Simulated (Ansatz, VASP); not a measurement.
## WS2: VASP beside Ansatz

File POSCAR:

```
WS2
1.0
    3.1463183390      0.0000000029      0.0000000000
   -1.5731591720      2.7247916085      0.0000000000
    0.0000000000      0.0000000000     12.7077691426
W S
2 4
Direct
    0.3333333333      0.6666666667      0.2500000000
    0.6666666667      0.3333333333      0.7500000000
    0.3333333333      0.6666666667      0.6266423365
    0.6666666667      0.3333333333      0.1266423365
    0.3333333333      0.6666666667      0.8733576635
    0.6666666667      0.3333333333      0.3733576635
```

The input INCAR.step1:

```
PREC     = Accurate       # precision mode
ENCUT    = 520            # plane-wave cutoff, eV
ISMEAR   = 0              # smearing method
SIGMA    = 0.02           # smearing width, eV
LREAL    = F              # projectors in reciprocal space
LASPH    = T              # aspherical terms in the spheres
NELM     = 60             # most SCF steps
NBANDS   = 35             # bands
GGA      = PE             # functional
ALGO     = Normal         # electronic algorithm
EDIFF    = 1E-4           # SCF threshold, eV
LWAVE    = T              # write WAVECAR
LCHARG   = F              # write CHGCAR
```

File INCAR.step2:

```
PREC     = Accurate       # precision mode
ENCUT    = 520            # plane-wave cutoff, eV
EDIFF    = 1E-6           # SCF threshold, eV
ISMEAR   = 0              # smearing method
SIGMA    = 0.02           # smearing width, eV
LREAL    = F              # projectors in reciprocal space
LASPH    = T              # aspherical terms in the spheres
NELM     = 60             # most SCF steps
ALGO     = Normal         # electronic algorithm
ISIF     = 2              # what is computed and relaxed
LWAVE    = F              # write WAVECAR
LCHARG   = F              # write CHGCAR
METAGGA  = R2SCAN         # meta-GGA
LMIXTAU  = T            
NBANDS   = 35             # bands
ISTART   = 1
```

The input KPOINTS:

```
regular mesh
0
Gamma
  12 12 2
```

Input for Ansatz:

```yaml
crystal:
  lattice:
    - [3.146318339, 2.9e-09, 0.0]
    - [-1.573159172, 2.7247916085, 0.0]
    - [0.0, 0.0, 12.7077691426]
  atoms:
    - { symbol: W, position: [0.3333333333, 0.6666666667, 0.25] }
    - { symbol: W, position: [0.6666666667, 0.3333333333, 0.75] }
    - { symbol: S, position: [0.3333333333, 0.6666666667, 0.6266423365] }
    - { symbol: S, position: [0.6666666667, 0.3333333333, 0.1266423365] }
    - { symbol: S, position: [0.3333333333, 0.6666666667, 0.8733576635] }
    - { symbol: S, position: [0.6666666667, 0.3333333333, 0.3733576635] }
basis:
  ecutwfc: 500
kpoints:
  mp_grid: { grid: [12, 12, 2] }
hamiltonian:
  xc: r2scan
  pseudopotentials: { kind: paw, azcp: { folder: soft_1 } }
scf:
  occupations: { method: gaussian, width: 0.02 }
output:
  forces: true
  stress: true
  eigenvalues: true
```

Alike in both runs: task single point; functional r2SCAN; k mesh 12 × 12 × 2; occupations gaussian, width 0.02 eV; no spin polarisation.

```csv
,VASP,Ansatz
version,VASP 6.6.1,Ansatz 0.2.0
potentials or method,"VASP PAW PBE potentials, release 64 (W_sv, S), cutoff 520 eV","scalar-relativistic, plane waves, PAW"
valence electrons in the cell,52,52
```

VASP gave:

| Property | Result |
| --- | --- |
| gap on the k mesh at the Fermi level (eV) | 1.27 |
| least direct gap on the mesh (eV) | 2.01 |
| pressure (GPa) | 3.2 |
| traceless stress, the component that is largest in VASP (GPa) | -1.71 |
| rms of the force components (eV/Å) | 0.033 |

Q: What did Ansatz give for the same quantities?

A: gap on the k mesh at the Fermi level (eV): 1.26; least direct gap on the mesh (eV): 2.01; pressure (GPa): 3.1; traceless stress, the component that is largest in VASP (GPa): -1.65; rms of the force components (eV/Å): 0.026.

VASP's potentials were made for PBE, not for r2SCAN. Atom by atom the forces differ by 0.008 eV/Å (rms over components).

Spin-orbit coupling is off throughout.
